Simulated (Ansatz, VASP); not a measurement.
**As: VASP beside Ansatz**

POSCAR

```
As
1.0
    2.7036817444      0.0000000000      0.0000000000
    0.0000000000      2.7036817444      0.0000000000
    0.0000000000      0.0000000000      2.7036817444
As
1
Direct
    0.5000000000      0.5000000000      0.5000000000
```

INCAR.step1

```
SYSTEM = As
PREC = Accurate
ENCUT = 520
EDIFF = 1E-5
ISMEAR = -1
SIGMA = 0.05
LREAL = .False.
LASPH = .True.
NELM = 80
ALGO = Normal
ISIF = 2
LWAVE = .True.
LCHARG = .False.
GGA = PE
NBANDS = 8
```

INCAR.step2

```
SYSTEM = As
PREC = Accurate
ENCUT = 520
EDIFF = 1E-6
ISMEAR = -1
SIGMA = 0.05
LREAL = .False.
LASPH = .True.
NELM = 80
ALGO = Normal
ISIF = 2
LWAVE = .False.
LCHARG = .False.
GGA = PE
LHFCALC = .True.
HFSCREEN = 0.2079
PRECFOCK = Normal
ISTART = 1
NBANDS = 8
```

The input KPOINTS:

```
Automatic mesh
0
Gamma
  5 5 5
  0 0 0
```

The input input:

```
crystal:
  lattice:
    - [2.7036817444, 0.0, 0.0]
    - [0.0, 2.7036817444, 0.0]
    - [0.0, 0.0, 2.7036817444]
  atoms:
    - { symbol: As, position: [0.5, 0.5, 0.5] }
hamiltonian:
  xc: hse06
  pseudopotentials: { kind: paw }
kpoints:
  mp_grid: { grid: [5, 5, 5] }
  band_path:
    path:
      - [[0.0, 0.0, 0.0], [0.0, 0.5, 0.0], [0.5, 0.5, 0.0], [0.0, 0.0, 0.0], [0.5, 0.5, 0.5], [0.0, 0.5, 0.0]]
      - [[0.5, 0.5, 0.0], [0.5, 0.5, 0.5]]
    npoints: 4
scf:
  occupations: { method: fermi_dirac, width: 0.05 }
  n_extra_bands: 6
output:
  forces: true
  stress: true
  eigenvalues: true
  fatbands: false
```

Alike in both runs: functional HSE06; k mesh 5 × 5 × 5; occupations fermi-dirac, width 0.05 eV; no spin polarisation.

|  | VASP | Ansatz |
| --- | --- | --- |
| version | VASP 6.6.1 | Ansatz 0.2.0 |
| potentials or method | VASP PAW PBE potentials, release 64 (As) | Ansatz PAW |
| plane-wave cutoff (eV) | 520 | 420 |
| valence electrons in the cell | 5 | 15 |
| task | single point | band structure |

|  | VASP | Ansatz | Ansatz less VASP |
| --- | --- | --- | --- |
| gap on the k mesh at the Fermi level (eV) | none | none | - |
| pressure (GPa) | -1.1 | -0.6 | +0.51 |

A gap of «none» marks a metal or a gap that the smearing closes. VASP's potentials hold 5 valence electrons a cell and Ansatz's 15, so a difference there can come from the potentials and not from the codes.

The k mesh is coarse, so the values compare programs but aren't converged.
